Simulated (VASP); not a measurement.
Runs of VASP 6.6.1 on Ru. The structure is that of space group P6_3/mmc (No. 194), or close to it. The cells are those of the table. 

| cell | further INCAR settings | gap on the mesh (eV) | pressure (GPa) |
| --- | --- | --- | --- |
| a = 2.762, b = 2.762, c = 4.162 Å, angles 90.0, 90.0, 120.0°, 2 atoms | ALGO = Fast; EDIFF = 1e-06; NBANDS = 21 | none | -8.8 |
| a = 2.703, b = 2.703, c = 4.413 Å, angles 90.0, 90.0, 120.0°, 2 atoms | ALGO = Fast; EDIFF = 1e-07; NBANDS = 21 | none | (c) |
| a = 2.820, b = 2.820, c = 4.115 Å, angles 90.0, 90.0, 120.0°, 2 atoms | ALGO = Fast; EDIFF = 1e-06; NBANDS = 21 | none | -15.7 |
| a = 2.660, b = 2.660, c = 4.557 Å, angles 90.0, 90.0, 120.0°, 2 atoms | ALGO = Fast; EDIFF = 1e-06; NBANDS = 21 | none | (b) |
| a = 2.661, b = 2.661, c = 4.344 Å, angles 90.0, 90.0, 120.0°, 2 atoms | ALGO = Fast; EDIFF = 1e-06; NBANDS = 21 | none | 0.0 |
| a = 2.702, b = 2.702, c = 3.943 Å, angles 90.0, 90.0, 120.0°, 2 atoms | ALGO = Fast; EDIFF = 1e-07; NBANDS = 21 | none | (a) |
| a = 2.688, b = 2.688, c = 3.986 Å, angles 90.0, 90.0, 120.0°, 2 atoms | ALGO = Fast; EDIFF = 1e-07; NBANDS = 21 | none | 30.0 |
| a = 2.704, b = 2.704, c = 4.344 Å, angles 90.0, 90.0, 120.0°, 2 atoms | ALGO = Fast; EDIFF = 1e-06; NBANDS = 21 | none | -10.3 |

Alike in all rows: task single point; level PBEsol; potentials or basis VASP PAW PBE potentials, release 64 (Ru_pv); no spin polarisation; k mesh 21 × 21 × 12; cutoff (eV) 520; smearing gaussian 0.15 eV.

Question: Fill in the values left out.

Answer: (a) 31.3; (b) -13.1; (c) -14.6.

Caveats: the PAW data sets were made with another functional, which shifts forces and pressure a little.

A k mesh can miss the band edges, and the runs leave out spin-orbit coupling on Ru.

A gap of «none» marks levels without a gap at the run's occupations.
